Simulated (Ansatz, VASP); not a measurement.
**Two plane-wave programs on Al5GaAs6**

Contents of INCAR:

```
ALGO = Normal
EDIFF = 1E-7
EDIFFG = -0.01
ENCUT = 600
GGA = PE
IBRION = 2
ISIF = 3
ISMEAR = 0
LASPH = T
LCHARG = F
LREAL = F
LWAVE = F
NELM = 80
NSW = 100
PREC = Accurate
SIGMA = 0.02
```

File KPOINTS:

```
k-points
0
Gamma
  6 6 4
```

Contents of POSCAR:

```
Al5GaAs6
1.0
    7.0028214000      0.0000000000      0.0000000000
   -3.5014107000      6.0646212000      0.0000000000
    0.0000000000      0.0000000000      6.6481502000
Al Ga As
5 1 6
Direct
    0.3336300000      0.3336300000      0.9994090000
    0.0000000000      0.6663700000      0.9994090000
    0.6663700000      0.0000000000      0.9994090000
    0.6666667000      0.3333333000      0.4999460000
    0.3333333000      0.6666667000      0.4999460000
    0.0000000000      0.0000000000      0.5005660000
    0.3341380000      0.3341380000      0.3737780000
    0.0000000000      0.6658620000      0.3737780000
    0.6658620000      0.0000000000      0.3737780000
    0.6666667000      0.3333333000      0.8739990000
    0.3333333000      0.6666667000      0.8739990000
    0.0000000000      0.0000000000      0.8759830000
```

Input for Ansatz:

```yaml
crystal:
  lattice:
    - [7.0028214, 0.0, 0.0]
    - [-3.5014107, 6.0646212, 0.0]
    - [0.0, 0.0, 6.6481502]
  atoms:
    - { symbol: Al, position: [0.33363, 0.33363, 0.999409] }
    - { symbol: Al, position: [0.0, 0.66637, 0.999409] }
    - { symbol: Al, position: [0.66637, 0.0, 0.999409] }
    - { symbol: Al, position: [0.6666667, 0.3333333, 0.499946] }
    - { symbol: Al, position: [0.3333333, 0.6666667, 0.499946] }
    - { symbol: Ga, position: [0.0, 0.0, 0.500566] }
    - { symbol: As, position: [0.334138, 0.334138, 0.373778] }
    - { symbol: As, position: [0.0, 0.665862, 0.373778] }
    - { symbol: As, position: [0.665862, 0.0, 0.373778] }
    - { symbol: As, position: [0.6666667, 0.3333333, 0.873999] }
    - { symbol: As, position: [0.3333333, 0.6666667, 0.873999] }
    - { symbol: As, position: [0.0, 0.0, 0.875983] }
basis:
  ecutwfc: 420
kpoints:
  mp_grid: { grid: [6, 6, 4] }
hamiltonian:
  xc: pbe
scf:
  occupations: { method: gaussian, width: 0.02 }
output:
  forces: true
  stress: true
  eigenvalues: true
  write_density: true
  write_potential: true
  elf: true
  volumetric_format: npy
relax:
  adjacent_minimum: "off"
  f_tol: 0.01
  max_steps: 80
  cell: { stress_tol: 0.05 }
```

Alike in both runs: task relaxation of cell and atoms; functional PBE; k mesh 6 × 6 × 4; occupations gaussian, width 0.02 eV; no spin polarisation.

|  | VASP | Ansatz |
| --- | --- | --- |
| version | VASP 6.6.1 | Ansatz 0.2.0 |
| potentials or method | VASP PAW PBE potentials, release 64 (Al, Ga_d, As), cutoff 600 eV | scalar-relativistic, plane waves, PAW |
| valence electrons in the cell | 58 | 118 |

Ansatz gave:

```
gap on the k mesh at the Fermi level, each at its own relaxed structure (eV) : 1.35
relaxed volume (Å³/atom)                                                     : 23.53
relaxed cell length with the largest relative difference (Å)                 : 6.648
```

Q: Which values does VASP return?

A: gap on the k mesh at the Fermi level, each at its own relaxed structure (eV): 1.33; relaxed volume (Å³/atom): 23.61; relaxed cell length with the largest relative difference (Å): 6.656.

VASP's potentials hold 58 valence electrons a cell and Ansatz's 118, so a difference there can come from the potentials and not from the codes.
